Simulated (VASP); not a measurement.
Set up this calculation in VASP 6.6.1, as the native input.

```
Task                   : single point
Functional             : PBE
Potentials or basis    : VASP PAW PBE potentials, release 64 (C, O, H)
Cutoff                 : 520 eV
k mesh                 : 1 × 1 × 1
Occupations            : fermi-dirac, width 0.05 eV
Spin                   : no spin polarisation
Dipole correction      : no
Further INCAR settings : LREAL = Auto; ALGO = Normal; EDIFF = 1e-06; NBANDS = 80
```

The structure of H4C3O2 lies in POSCAR:

```
H4C3O2
1.0
    8.6677180000      0.0000000000      0.0000000000
    0.0000000000      8.6677180000      0.0000000000
    0.0000000000      0.0000000000      8.6677180000
C O H
12 8 16
Direct
    0.4776228299      1.0059395103      0.9390360877
    0.5578169479      0.2432243412      0.4601095698
    0.9298525863      0.4553332261      0.1086560500
    0.9092012454      0.4155188251      0.6662884049
    0.5061885954      0.6731298826      0.3064474410
    0.3687129646      0.7149978806      0.2568611485
    0.8990717049      0.9459006396      0.9038249745
    0.9214420681      0.8739209097      0.7729716172
    0.2124319227      0.0416718680      0.5177256574
    0.1580923606      0.1195701106      0.3974863972
    0.3696013184      0.3965403581      0.8942376759
    0.5187755301      0.3792116910      0.9108856564
    0.4855834027      1.0111311882      1.0740773985
    0.4716235577      0.9786312845      0.8043293517
    0.6367304520      0.1334030480      0.4581367322
    0.4795033710      0.3492614780      0.4482033218
    0.8304377231      0.5317893360      0.0588851645
    1.0294635797      0.3833073480      0.1615188681
    0.9764161686      0.3498614053      0.7684029407
    0.8390212972      0.4801840577      0.5725267020
    0.5511716002      0.6844131293      0.4219334316
    0.5902591663      0.6282737856      0.2201156060
    0.2823811296      0.7581695667      0.3406432927
    0.3544185448      0.7191973712      0.1338414563
    0.9539304347      0.9083244286      1.0159306060
    0.8448244394      1.0664283263      0.9212920863
    0.9751817030      0.7602231637      0.7820051368
    0.8690291955      0.9104587851      0.6612351717
    0.2184773432      0.1061063593      0.6258856137
    0.2676367644     -0.0710798390      0.5216597956
    0.1270807380      0.2408707805      0.4398735630
    0.1422173633      0.0928964233      0.2787123439
    0.3194266357      0.4221872470      0.7817859326
    0.2967909201      0.3760043878      0.9893146039
    0.6060418671      0.4130152827      0.8276342170
    0.5660428731      0.3445774309      1.0233950851
```

These files were run (other wordings do the same):

INCAR

```
PREC = Accurate
ENCUT = 520
EDIFF = 1E-6
ISMEAR = -1
SIGMA = 0.05
LREAL = Auto
LASPH = True
NELM = 100
ALGO = Normal
ISIF = 2
LWAVE = False
LCHARG = False
GGA = PE
NBANDS = 80
```

KPOINTS

```
regular mesh
0
Gamma
  1 1 1
```

Potentials or basis: VASP PAW PBE potentials, release 64 (C, O, H).

The run is started by

```console
$ cat potpaw_PBE.64/C/POTCAR potpaw_PBE.64/O/POTCAR potpaw_PBE.64/H/POTCAR > POTCAR
$ mpirun -np 1 vasp_gam > vasp.out
```

Results of the run:

The pressure is 0.8 GPa, the largest force is 3.745 eV/Å and the band gap on the k mesh is 4.49 eV.

Caveat: the k points lie up to 0.72 Å⁻¹ apart.

Wall time 59 s on 1 thread of Intel(R) Xeon(R) Platinum 8488C (Sapphire Rapids) (shared host), peak memory 0.53 GiB.
